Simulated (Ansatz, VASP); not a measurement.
# Be2Co: VASP beside Ansatz

Contents of INCAR:

```
ALGO = Normal
EDIFF = 1E-6
ENCUT = 520
GGA = PE
ISIF = 2
ISMEAR = 0
ISPIN = 2
LASPH = True
LCHARG = False
LMAXMIX = 4
LORBIT = 11
LREAL = False
LWAVE = False
MAGMOM = 0 0 3
NBANDS = 18
NELM = 150
PREC = Accurate
SIGMA = 0.1
```

File KPOINTS:

```
k-points
0
Gamma
  6 6 6
```

POSCAR

```
Be2Co
1.0
    2.8027795000      0.0000000000      0.0000000000
   -1.4013897500      2.4272782400      0.0000000000
    0.0000000000      0.0000000000      3.2177249600
Be Co
2 1
Direct
    0.3333333300      0.6666666700      0.5000000000
    0.6666666700      0.3333333300      0.5000000000
    0.0000000000      0.0000000000      0.0000000000
```

Input for Ansatz:

```yaml
crystal:
  lattice:
    - [2.8027795, 0.0, 0.0]
    - [-1.40138975, 2.42727824, 0.0]
    - [0.0, 0.0, 3.21772496]
  atoms:
    - { symbol: Be, position: [0.33333333, 0.66666667, 0.5] }
    - { symbol: Be, position: [0.66666667, 0.33333333, 0.5] }
    - { symbol: Co, position: [0.0, 0.0, 0.0], spin: 3.0 }
basis:
  ecutwfc: 420
kpoints:
  mp_grid: { grid: [6, 6, 6] }
hamiltonian:
  xc: pbe
scf:
  occupations: { method: gaussian, width: 0.1 }
  lower_state_search: "off"
output:
  forces: true
  stress: true
  eigenvalues: true
  populations: true
magnetization:
  spin_polarized: true
```

Change from the starting cell: species swapped into the YbB2 type (P6/mmm, No. 191).

Alike in both runs: task single point; functional PBE; k mesh 6 × 6 × 6; occupations gaussian, width 0.1 eV; collinear spin.

|  | VASP | Ansatz |
| --- | --- | --- |
| version | VASP 6.6.1 | Ansatz 0.2.0 |
| potentials or method | VASP PAW PBE potentials, release 64 (Be, Co), cutoff 520 eV | scalar-relativistic, plane waves, PAW |
| valence electrons in the cell | 13 | 21 |

|  | VASP | Ansatz | Ansatz less VASP |
| --- | --- | --- | --- |
| gap on the k mesh at the Fermi level (eV) | none | none | - |
| net moment per atom (μB) | 0.13 | 0.13 | 0.000 |

A gap of «none» marks a metal or a gap that the smearing closes. VASP's potentials hold 13 valence electrons a cell and Ansatz's 21, so a difference there can come from the potentials and not from the codes.

The k mesh is coarse, so the values compare programs but aren't converged.
